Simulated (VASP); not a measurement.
Write the native input for VASP 6.6.1 that does the following.

| Property | Result |
| --- | --- |
| Task | single point |
| Functional | LDA |
| Potentials or basis | VASP PAW LDA potentials, release 64 (Al) |
| Cutoff | 520 eV |
| k mesh | 22 × 22 × 22 |
| Occupations | gaussian, width 0.15 eV |
| Spin | no spin polarisation |
| Dipole correction | no |
| Further INCAR settings | ALGO = Normal; EDIFF = 1e-07; NBANDS = 8 |

The structure of Al lies in POSCAR:

```
Al
1.0
   -1.3692447124      1.3692447124      1.9895125672
    1.3692447124     -1.3692447124      1.9895125672
    1.3692447124      1.3692447124     -1.9895125672
Al
1
Direct
    0.0000000000      0.0000000000      0.0000000000
```

One way to write it, as run:

INCAR

```
SYSTEM = Al
PREC = Accurate ; ENCUT = 520
EDIFF = 1E-7 ; ISMEAR = 0
SIGMA = 0.15 ; LREAL = .False.
LASPH = .True. ; NELM = 60
ALGO = Normal ; ISIF = 2
LWAVE = .False. ; LCHARG = .False.
GGA = CA ; NBANDS = 8
```

KPOINTS

```
Automatic mesh
0
Gamma
  22 22 22
  0 0 0
```

Potentials or basis: VASP PAW LDA potentials, release 64 (Al).

The run is started by

```sh
$ cat potpaw_LDA.64/Al/POTCAR > POTCAR
$ mpirun -np 1 vasp_std > vasp.out
```

It gave:

The pressure is 5.7 GPa. The band gap on the k mesh is zero (an odd number of electrons rules out a gap without spin polarisation).

Caveat: the cell stands under pressure.

It took 3.1 min on 1 thread of AMD EPYC 7571 (shared host), peak memory 0.16 GiB.
